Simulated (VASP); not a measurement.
Wanted: the native input for a VASP 6.6.1 run.

```
Task                   : single point
Functional             : b88 exchange, pbe correlation
Potentials or basis    : VASP PAW PBE potentials, release 64 (Fe_sv)
Cutoff                 : 690 eV
k mesh                 : 13 × 13 × 13
Occupations            : fermi-dirac, width 0.05 eV
Spin                   : collinear spin, ferromagnetic start
Starting moments       : [3.0] μB
Dipole correction      : no
Further INCAR settings : ALGO = Normal; EDIFF = 1e-06; NBANDS = 18
```

The structure of Fe lies in POSCAR:

```
Fe
1.0
   -1.4430000000      1.4430000000      1.4430000000
    1.4430000000     -1.4430000000      1.4430000000
    1.4430000000      1.4430000000     -1.4430000000
Fe
1
Direct
    0.0000000000      0.0000000000      0.0000000000
```

These files were run (other wordings do the same):

INCAR

```
SYSTEM = Fe
PREC = Accurate
ENCUT = 690
EDIFF = 1E-6
ISMEAR = -1
SIGMA = 0.05
LREAL = .False.
LASPH = .True.
NELM = 200
ALGO = Normal
ISIF = 2
LWAVE = .False.
LCHARG = .False.
ISPIN = 2
MAGMOM = 3
LORBIT = 11
LMAXMIX = 4
GGA = LIBXC
LIBXC1 = GGA_X_B88
LIBXC2 = GGA_C_PBE
NBANDS = 18
GGA_COMPAT = .False.
```

KPOINTS

```
Automatic mesh
0
Gamma
  13 13 13
  0 0 0
```

Potentials or basis: VASP PAW PBE potentials, release 64 (Fe_sv).

The run is started by

```console
$ cat potpaw_PBE.64/Fe_sv/POTCAR > POTCAR
$ mpirun -np 1 vasp_std > vasp.out
```

It gave:

* Pressure: -11.4 GPa
* Net moment: 2.24 μB per cell
* Site moments: Fe +2.25 μB
* Valence electrons inside the program's atomic spheres: Fe 13.72

Caveat: the cell stands under tension; the PAW data sets were made with another functional, which shifts forces and pressure a little.

It took 19 s on 1 thread of Intel(R) Xeon(R) 6975P-C (Granite Rapids) (shared host), peak memory 0.17 GiB.
